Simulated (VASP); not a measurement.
# As in VASP: notebook

As is run at these levels: PBE; tasks: single point, relaxation of cell and atoms.

All numbers are computed with VASP 6.6.1; they aren't measurements. Logs are shortened: lines on timing, memory, paths and dates and some standing lists are left out, and cuts for length are marked.

**1. The cell of the first run**

The typed cell holds 2 atoms: a = 4.673 Å, b = 4.673 Å, c = 2.721 Å, α = 90.00°, β = 90.00°, γ = 120.00°.

**2. Single point, PBE**

INCAR

```
SYSTEM = As
PREC     = Accurate       ! precision mode
ENCUT    = 520            ! plane-wave cutoff, eV
EDIFF    = 1E-7           ! SCF threshold, eV
ISMEAR   = 0              ! smearing method
SIGMA    = 0.1            ! smearing width, eV
LREAL    = .FALSE.        ! projectors in reciprocal space
LASPH    = .TRUE.         ! aspherical terms in the spheres
NELM     = 100            ! most SCF steps
ALGO     = Normal         ! electronic algorithm
ISIF     = 2              ! what is computed and relaxed
LWAVE    = .FALSE.        ! write WAVECAR
LCHARG   = .TRUE.         ! write CHGCAR
GGA      = PE             ! functional
LELF     = .TRUE.         ! ELF
LVHAR    = .TRUE.       
NBANDS   = 12             ! bands
```

KPOINTS

```
regular mesh
0
G
  6 6 6
  0 0 0
```

POSCAR

```
As
1.0
    4.6732477310     -0.0000000033      0.0000000000
   -2.3366238626      4.0471512549      0.0000000000
    0.0000000000      0.0000000000      2.7212564107
As
2
Direct
    0.6666666667      0.3333333333      0.4999419304
    0.3333333333      0.6666666667      0.5000580696
```

Potentials or basis: VASP PAW PBE potentials, release 64 (As).

Command:

```bash
$ cat potpaw_PBE.64/As/POTCAR > POTCAR
$ mpirun -np 1 vasp_std > vasp.out
```

OUTCAR:

```text
SYSTEM = As
   PREC = Accurate
   ENCUT = 520
   EDIFF = 1E-7
   ISMEAR = 0
   LREAL = .FALSE.
   LASPH = .TRUE.
   NELM = 100
   ISIF = 2
   GGA = PE

 ion  position               nearest neighbor table
   1  0.667  0.333  0.500-   2 2.70   2 2.70   2 2.70
   2  0.333  0.667  0.500-   1 2.70   1 2.70   1 2.70

  LATTYP: Found a hexagonal cell.
 ALAT       =     4.6732477310
 C/A-ratio  =     0.5823051906

  Lattice vectors:

 A1 = (   4.6732477310,  -0.0000000033,   0.0000000000)
 A2 = (  -2.3366238626,   4.0471512549,   0.0000000000)
 A3 = (   0.0000000000,   0.0000000000,   2.7212564107)

Analysis of symmetry for initial positions (statically):
=====================================================================
 Subroutine PRICEL returns:
 Original cell was already a primitive cell.

 Routine SETGRP: Setting up the symmetry group for a
 hexagonal supercell.

 Subroutine GETGRP returns: Found 12 space group operations
 (whereof 12 operations were pure point group operations)
 out of a pool of 24 trial point group operations.

The static configuration has the point symmetry D_3d.

Analysis of symmetry for dynamics (positions and initial velocities):
=====================================================================
 Subroutine PRICEL returns:
 Original cell was already a primitive cell.

 Routine SETGRP: Setting up the symmetry group for a
 hexagonal supercell.

 Subroutine GETGRP returns: Found 12 space group operations
 (whereof 12 operations were pure point group operations)
 out of a pool of 24 trial point group operations.

The dynamic configuration has the point symmetry D_3d.

 Subroutine INISYM returns: Found 12 space group operations
 (whereof 12 operations are pure point group operations),
 and found     1 'primitive' translations

----------------------------------------------------------------------------------------

                                     Primitive cell

  volume of cell :      51.4680

  direct lattice vectors                    reciprocal lattice vectors
     4.673247731 -0.000000003  0.000000000     0.213983948  0.123543690  0.000000000
    -2.336623863  4.047151255  0.000000000     0.000000000  0.247087380  0.000000000
     0.000000000  0.000000000  2.721256411     0.000000000  0.000000000  0.367477315

  length of vectors
     4.673247731  4.673247731  2.721256411     0.247087380  0.247087380  0.367477315

  position of ions in fractional coordinates (direct lattice)
     0.666666667  0.333333333  0.499941930
     0.333333333  0.666666667  0.500058070

  ion indices of the primitive-cell ions
   primitive index   ion index
                 1           1
                 2           2

----------------------------------------------------------------------------------------

 KPOINTS: regular mesh

Automatic generation of k-mesh.
 Grid dimensions read from file:
 generate k-points for:    6    6    6

 Generating k-lattice:

  Cartesian coordinates                     Fractional coordinates (reciprocal lattice)
     0.035663991  0.020590615  0.000000000     0.166666667  0.000000000  0.000000000
     0.000000000  0.041181230  0.000000000    -0.000000000  0.166666667  0.000000000
     0.000000000  0.000000000  0.061246219     0.000000000  0.000000000  0.166666667

  Length of vectors
     0.041181230  0.041181230  0.061246219

  Shift w.r.t. Gamma in fractional coordinates (k-lattice)
     0.000000000  0.000000000  0.000000000

 Subroutine IBZKPT returns following result:
 ===========================================

 Found     34 irreducible k-points:

 Following reciprocal coordinates:
            Coordinates               Weight
  0.000000  0.000000  0.000000      1.000000
  0.166667 -0.000000  0.000000      6.000000
  0.333333 -0.000000  0.000000      6.000000
  0.500000 -0.000000  0.000000      3.000000
  0.166667  0.166667  0.000000      6.000000
  0.333333  0.166667  0.000000     12.000000
[... 16 lines left out ...]
  0.500000 -0.000000  0.333333      6.000000
  0.166667  0.166667  0.333333     12.000000
 [... further k-points ...]
   k-points           NKPTS =     34   k-points in BZ     NKDIM =     34   number of bands    NBANDS=     12
   number of dos      NEDOS =    301   number of ions     NIONS =      2
   total plane-waves  NPLWV =  25920
   dimension x,y,z NGX =    36 NGY =   36 NGZ =   20
   dimension x,y,z NGXF=    72 NGYF=   72 NGZF=   40
   ions per type =               2
   NGX,Y,Z   is equivalent  to a cutoff of  12.81, 12.81, 12.22 a.u.
   NGXF,Y,Z  is equivalent  to a cutoff of  25.61, 25.61, 24.44 a.u.
 SYSTEM =  As
   PREC   = accura    normal or accurate (medium, high low for compatibility)
   ISTART =      0    job   : 0-new  1-cont  2-samecut
   ICHARG =      2    charge: 1-file 2-atom 10-const
   ISPIN  =      1    spin polarized calculation?
   LNONCOLLINEAR =      F non collinear calculations
   LSORBIT =      F    spin-orbit coupling
   LASPH  =      T    aspherical Exc in radial PAW
   ENCUT  =  520.0 eV  38.22 Ry    6.18 a.u.   8.69  8.69  5.06*2*pi/ulx,y,z
   NELM   =    100;   NELMIN=  2; NELMDL= -5     # of ELM steps
   EDIFF  = 0.1E-06   stopping-criterion for ELM
   LREAL  =      F    real-space projection
   EDIFFG = 0.1E-05   stopping-criterion for IOM
   NSW    =      0    number of steps for IOM
   IBRION =     -1    ionic relax: 0-MD 1-quasi-New 2-CG
   NFREE  =      0    steps in history (QN), initial steepest desc. (CG)
   ISIF   =      2    stress and relaxation
   ISYM   =      2    0-nonsym 1-usesym 2-fastsym
   POTIM  = 0.5000    time-step for ionic-motion
   TEBEG  =    0.0;   TEEND  =   0.0 temperature during run
   PSTRESS=    0.0 pullay stress
   NELECT =      10.0000    total number of electrons
   NUPDOWN=      -1.0000    fix difference up-down
   EMIN   =  10.00;   EMAX   =-10.00  energy-range for DOS
   EFERMI =   0.00;   METHOD = LEGACY
   ISMEAR =     0;   SIGMA  =   0.10  broadening in eV -4-tet -1-fermi 0-gaus
   EFERMI_NEDOS =   21; number of points for ismear=-14 and -15
   IALGO  =     38    algorithm
   IMIX   =      4    mixing-type and parameters
     AMIX     =   0.40;   BMIX     =  1.00
     AMIX_MAG =   1.60;   BMIX_MAG =  1.00
  volume/ion in A,a.u.               =      25.73       173.66
  Fermi-wavevector in a.u.,A,eV,Ry     =   0.948190  1.791820 12.232525  0.899065
  Thomas-Fermi vector in A             =   2.076355
   LORBIT       =      0    0 simple, 1 ext, 2 COOP (PROOUT), +10 PAW based schemes
   GGA     = PE    functional components
   LHFCALC =     F    Hartree Fock is set to
   AEXX    =    0.0000 exact exchange contribution
   IVDW    =     0    specifies the selected vdW correction
   LEPSILON=     F    determine dielectric tensor
   LRPA    =     F    only Hartree local field effects (RPA)
 non-spin polarized calculation
 Gauss-broadening in eV      SIGMA  =   0.10
  energy-cutoff  :      520.00
  volume of cell :       51.47
 maximum number of plane-waves:      1406
 NGX is ok and might be reduce to    36
   NGX = 17   NGY = 17   NGZ = 11

 number of electron      10.0000002 magnetization

 Free energy of the ion-electron system (eV)
  ---------------------------------------------------
  ext. energy  EPLUGINS =         0.00000000
  ---------------------------------------------------
  free energy    TOTEN  =        -8.92060810 eV

  energy without entropy =       -8.92038108  energy(sigma->0) =       -8.92049459

 E-fermi :   3.8180     XC(G=0):  -8.9824

 val. band max:        3.6329384564   @ k =   0.1667  -0.0000   0.3333
 cond. band min:       3.9978912386   @ k =   0.0000   0.0000   0.3333
 fundamental gap:      0.3649527822
 Fermi energy:         3.8180499679

 k-point     1 :       0.0000    0.0000    0.0000
  band No.  band energies     occupation
      1     -10.4168      2.00000
      2      -5.4610      2.00000
      3      -0.5423      2.00000
      4      -0.5423      2.00000
      5       3.6011      1.99785
      6       3.6011      1.99785
      7       8.1844      0.00000
      8       8.2907      0.00000
      9      11.7095      0.00000
     10      13.2867      0.00000
     11      17.0389      0.00000
     12      17.0389      0.00000

 k-point     2 :       0.1667   -0.0000    0.0000
  band No.  band energies     occupation
      1     -10.2347      2.00000
      2      -6.0631      2.00000
      3      -0.7923      2.00000
      4      -0.0632      2.00000
      5       3.5693      1.99957
      6       4.2514      0.00000
      7       8.4424      0.00000
      8       9.2049      0.00000
      9      11.4157      0.00000
     10      13.2195      0.00000
     11      15.0423      0.00000
     12      15.5442      0.00000

 k-point     3 :       0.3333   -0.0000    0.0000
  band No.  band energies     occupation
      1      -9.7305      2.00000
      2      -7.2020      2.00000
      3      -1.1826      2.00000
      4       0.3891      2.00000
      5       4.3614      0.00000
      6       5.7098      0.00000
      7       8.8535      0.00000
      8      10.3889      0.00000
      9      10.7442      0.00000
     10      12.5920      0.00000
     11      12.9081      0.00000
     12      14.4400      0.00000
[... 286 lines left out ...]
 k-point    23 :       0.5000   -0.0000    0.3333
  band No.  band energies     occupation
      1      -7.3893      2.00000
      2      -6.0154      2.00000
      3       0.3099      2.00000
      4       0.8518      2.00000
      5       1.8157      2.00000
      6       2.5475      2.00000
      7       7.1343      0.00000
      8       8.2904      0.00000
      9      10.1676      0.00000
     10      10.1766      0.00000
     11      11.9387      0.00000
     12      13.4328      0.00000

 k-point    24 :       0.1667    0.1667    0.3333
  band No.  band energies     occupation
      1      -8.0013      2.00000
      2      -4.9811      2.00000
      3       0.2985      2.00000
      4       0.3723      2.00000
      5       2.2270      2.00000
      6       3.1918      2.00000
      7       5.3625      0.00000
      8       7.2426      0.00000
      9       9.9782      0.00000
     10      11.8653      0.00000
     11      12.1625      0.00000
     12      14.2480      0.00000

 [... further k-points ...]
[... 5 lines left out ...]
  --------------------------------------------------------------------------------------
  -------------------------------------------------------------------------------------
  Total        0.0570204      0.0570204      0.0466390      0.0000000     -0.0000000      0.0000000
  in kB        1.7750187      1.7750187      1.4518526      0.0000000     -0.0000000      0.0000000
  external PRESSURE =       1.6672966 kB  Pullay stress =       0.0000000 kB

 VOLUME and BASIS-vectors are now :
 -----------------------------------------------------------------------------
  energy-cutoff  :      520.00
  volume of cell :       51.47
      direct lattice vectors                 reciprocal lattice vectors
     4.673247731 -0.000000003  0.000000000     0.213983948  0.123543690  0.000000000
    -2.336623863  4.047151255  0.000000000     0.000000000  0.247087380  0.000000000
     0.000000000  0.000000000  2.721256411     0.000000000  0.000000000  0.367477315

 POSITION                                       TOTAL-FORCE (eV/Angst)
 -----------------------------------------------------------------------------------
      2.33662      1.34905      1.36047        -0.000000     -0.000000      0.000380
      0.00000      2.69810      1.36079         0.000000      0.000000     -0.000380
 -----------------------------------------------------------------------------------
    total drift:                                0.000000      0.000000     -0.000000

  FREE ENERGIE OF THE ION-ELECTRON SYSTEM (eV)
  ---------------------------------------------------
  free  energy   TOTEN  =        -8.9206081023 eV

  energy  without entropy=       -8.9203810762  energy(sigma->0) =       -8.92049459
```

It took 19 s on 1 thread of Intel Xeon 8259CL, shared host; peak memory 0.17 GiB.

Results:

| Property | Result |
| --- | --- |
| Free energy | -8.9206 eV |
| Pressure | 0.2 GPa |
| Band gap on the k mesh | zero (band 5 reaches 5.41 eV, above the bottom of band 6 at 1.90 eV) |

Caveat: the k points lie up to 0.38 Å⁻¹ apart.

**3. Single point, PBE**

This run uses another cell than the first one, of 25.55 Å³/atom, 0.993 times its volume.

INCAR

```
SYSTEM = As
PREC     = Accurate       ! precision mode
ENCUT    = 520            ! plane-wave cutoff, eV
EDIFF    = 1E-7           ! SCF threshold, eV
ISMEAR   = 0              ! smearing method
SIGMA    = 0.1            ! smearing width, eV
LREAL    = .False.        ! projectors in reciprocal space
LASPH    = .True.         ! aspherical terms in the spheres
NELM     = 80             ! most SCF steps
ALGO     = Normal         ! electronic algorithm
ISIF     = 2              ! what is computed and relaxed
LWAVE    = .False.        ! write WAVECAR
LCHARG   = .False.        ! write CHGCAR
GGA      = PE             ! functional
NBANDS   = 12             ! bands
```

KPOINTS

```
regular mesh
0
Gamma
  12 12 20
  0 0 0
```

POSCAR

```
As
1.0
    4.5663925462      0.0000000000      0.0000000000
   -2.2831962731      3.9546119486      0.0000000000
    0.0000000000      0.0000000000      2.8300130453
As
2
Direct
    0.6666666667      0.3333333333      0.5000000000
    0.3333333333      0.6666666667      0.5000000000
```

Potentials or basis: VASP PAW PBE potentials, release 64 (As).

Command:

```bash
$ cat potpaw_PBE.64/As/POTCAR > POTCAR
$ mpirun -np 1 vasp_std > vasp.out
```

Run time: 2.4 min. Hardware: 1 thread of Intel Xeon 8259CL, shared host; peak memory 0.26 GiB.

It converged, with:

```
Free energy            : -8.9060 eV
Pressure               : 0.1 GPa
Band gap on the k mesh : zero (band 5 reaches 6.19 eV, above the bottom of band 6 at 2.13 eV)
```

Stress tensor (GPa, compression positive):
```
0.16 0.00 0.00
0.00 0.16 0.00
0.00 0.00 0.06
```

Levels at points of the mesh, in eV from the Fermi level:
```
           k point  band 1  band 2  band 3  band 4  band 5  band 6  band 7  band 8  band 9  band 10
(0.00, 0.00, 0.00)  -14.26   -8.66   -4.29   -4.29    0.01    0.01    3.21    4.58    7.09     8.35
(0.50, 0.00, 0.00)  -13.01  -11.53   -5.17   -3.20    2.25    3.48    4.23    5.42    5.55     7.98
(0.00, 0.00, 0.50)  -11.74   -6.21   -5.84   -2.31   -2.31   -1.67    2.32    2.32    5.67     5.67
(0.50, 0.00, 0.50)  -10.48   -8.97   -5.04   -3.74   -3.10   -0.67    4.40    4.50    4.69     5.42
```

**4. Relaxation of cell and atoms, PBE**

INCAR

```
SYSTEM = As
PREC     = Accurate       ! precision mode
ENCUT    = 600            ! plane-wave cutoff, eV
EDIFF    = 1E-6           ! SCF threshold, eV
ISMEAR   = 0              ! smearing method
SIGMA    = 0.1            ! smearing width, eV
LREAL    = .False.        ! projectors in reciprocal space
LASPH    = .True.         ! aspherical terms in the spheres
NELM     = 80             ! most SCF steps
ALGO     = Normal         ! electronic algorithm
ISIF     = 3              ! what is computed and relaxed
LWAVE    = .False.        ! write WAVECAR
LCHARG   = .False.        ! write CHGCAR
GGA      = PE             ! functional
IBRION   = 2              ! ionic algorithm
NSW      = 100            ! ionic steps
EDIFFG   = -0.01          ! ionic threshold
```

KPOINTS is that of step 3.

POSCAR

```
As
1.0
    4.6732477310      0.0000000000      0.0000000000
   -2.3366238655      4.0471512532      0.0000000000
    0.0000000000      0.0000000000      2.7212564107
As
2
Direct
    0.6666666667      0.3333333333      0.5000000000
    0.3333333333      0.6666666667      0.5000000000
```

Command:

```bash
$ cat potpaw_PBE.64/As/POTCAR > POTCAR
$ mpirun -np 1 vasp_std > vasp.out
```

Run time: 7.9 min. Hardware: 1 thread of Intel Xeon 8259CL, shared host; peak memory 0.28 GiB.

It converged, with:

```
Free energy                            : -8.9061 eV
Relaxed volume                         : 25.61 Å³/atom
Relaxed cell                           : a = 4.571 Å, b = 4.571 Å, c = 2.831 Å, α = 90.00°, β = 90.00°, γ = 120.00°
Space group after relaxing (to 0.05 Å) : P6/mmm (No. 191)
Energy gained by relaxing              : 23.0 meV/atom
Ionic steps                            : 7
Pressure after relaxing                : 0.0 GPa
Band gap on the k mesh                 : zero (band 5 reaches 6.15 eV, above the bottom of band 6 at 2.11 eV)
```

Step by step:
| step | energy change (eV) | largest force (eV/Å) | pressure (GPa) | volume (Å³) |
| --- | --- | --- | --- | --- |
| 1 | 0.0000 | 0.0000 | -0.63 | 51.47 |
| 2 | -0.0441 | 0.0000 | 0.42 | 50.67 |
| 3 | -0.0446 | 0.0000 | 0.58 | 50.59 |
| 4 | -0.0446 | 0.0000 | 0.62 | 50.56 |
| 5 | -0.0460 | 0.0000 | -0.06 | 51.27 |
| 6 | -0.0460 | 0.0000 | -0.03 | 51.23 |
| 7 | -0.0460 | 0.0000 | 0.00 | 51.22 |

Final structure:
```
As
1.0
     4.57070    0.00000    0.00000
    -2.28535    3.95835    0.00000
     0.00000    0.00000    2.83117
As
2
Direct
  0.66667 0.33333 0.50000
  0.33333 0.66667 0.50000
```

Levels at points of the mesh, in eV from the Fermi level:
| k point | band 3 | band 4 | band 5 | band 6 | band 7 | band 8 |
| --- | --- | --- | --- | --- | --- | --- |
| (0.00, 0.00, 0.00) | -4.29 | -4.29 | 0.01 | 0.01 | 3.21 | 4.58 |
| (0.50, 0.00, 0.00) | -5.15 | -3.20 | 2.23 | 3.47 | 4.23 | 5.41 |
| (0.00, 0.00, 0.50) | -5.86 | -2.30 | -2.30 | -1.68 | 2.32 | 2.32 |
| (0.50, 0.00, 0.50) | -5.03 | -3.73 | -3.09 | -0.67 | 4.38 | 4.50 |

**5. The runs side by side**

| task | cell | k mesh | cutoff (eV) | gap on the mesh (eV) | pressure (GPa) |
| --- | --- | --- | --- | --- | --- |
| single point | a = 4.673, b = 4.673, c = 2.721 Å, angles 90.0, 90.0, 120.0°, 2 atoms | 6 × 6 × 6 | 520 | none | 0.2 |
| single point | a = 4.566, b = 4.566, c = 2.830 Å, angles 90.0, 90.0, 120.0°, 2 atoms | 12 × 12 × 20 | 520 | none | 0.1 |
| relaxation of cell and atoms | relaxed from a = 4.673, b = 4.673, c = 2.721 Å, angles 90.0, 90.0, 120.0°, 2 atoms | 12 × 12 × 20 | 600 | none | 0.0 |

Alike in all rows: level PBE; potentials or basis VASP PAW PBE potentials, release 64 (As); no spin polarisation; smearing gaussian 0.1 eV.

Caveats: some runs use coarse meshes.

Total energies depend on the potentials used, so only differences within one code and one set of settings carry meaning.
